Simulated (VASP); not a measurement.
Wanted: the native input for a VASP 6.6.1 run.

| Item | Value |
| --- | --- |
| Task | relaxation of cell and atoms |
| Functional | PBE |
| Potentials or basis | VASP PAW PBE potentials, release 64 (V_sv) |
| Cutoff | 600 eV |
| k mesh | 18 × 18 × 10 |
| Occupations | gaussian, width 0.1 eV |
| Spin | no spin polarisation |
| Dipole correction | no |
| Further INCAR settings | ALGO = Fast; EDIFF = 1e-06; IBRION = 2; EDIFFG = -0.005; NSW = 100; ISIF = 3 |

The structure of V lies in POSCAR:

```
V
1.0
    2.6799350000      0.0000000000      0.0000000000
   -1.3399670000      2.3208920000      0.0000000000
    0.0000000000      0.0000000000      4.3763150000
V
2
Direct
    0.0000000000      0.0000000000      0.0000000000
    0.3333333300      0.6666666700      0.5000000000
```

This isn't the form of V at room conditions, which is bcc.

One way to write it, as run:

INCAR

```
ALGO     = Fast           # electronic algorithm
EDIFF    = 1E-6           # SCF threshold, eV
EDIFFG   = -0.005         # ionic threshold
ENCUT    = 600            # plane-wave cutoff, eV
GGA      = PE             # functional
IBRION   = 2              # ionic algorithm
ISIF     = 3              # what is computed and relaxed
ISMEAR   = 0              # smearing method
LASPH    = True           # aspherical terms in the spheres
LCHARG   = False          # write CHGCAR
LREAL    = False          # projectors in reciprocal space
LWAVE    = False          # write WAVECAR
NELM     = 100            # most SCF steps
NSW      = 100            # ionic steps
PREC     = Accurate       # precision mode
SIGMA    = 0.1            # smearing width, eV
```

KPOINTS

```
k-points
0
Gamma
  18 18 10
```

Potentials or basis: VASP PAW PBE potentials, release 64 (V_sv).

The run is started by

```sh
$ cat potpaw_PBE.64/V_sv/POTCAR > POTCAR
$ mpirun -np 1 vasp_std > vasp.out
```

It gave:

| Item | Value |
| --- | --- |
| Relaxed volume | 13.86 Å³/atom |
| Relaxed cell | a = 2.611 Å, b = 2.611 Å, c = 4.693 Å, α = 90.00°, β = 90.00°, γ = 120.00° |
| Space group after relaxing (to 0.1 Å) | P6_3/mmc (No. 194) |
| Energy gained by relaxing | 36.7 meV/atom |
| Ionic steps | 11 |
| Pressure after relaxing | 0.0 GPa |
| Band gap on the k mesh | zero (bands 13 and 14 overlap by 2.21 eV) |

It took 7.6 min on 1 thread of Intel(R) Xeon(R) Platinum 8375C CPU @ 2.90GHz (Ice Lake), with other jobs on the host, peak memory 0.25 GiB.
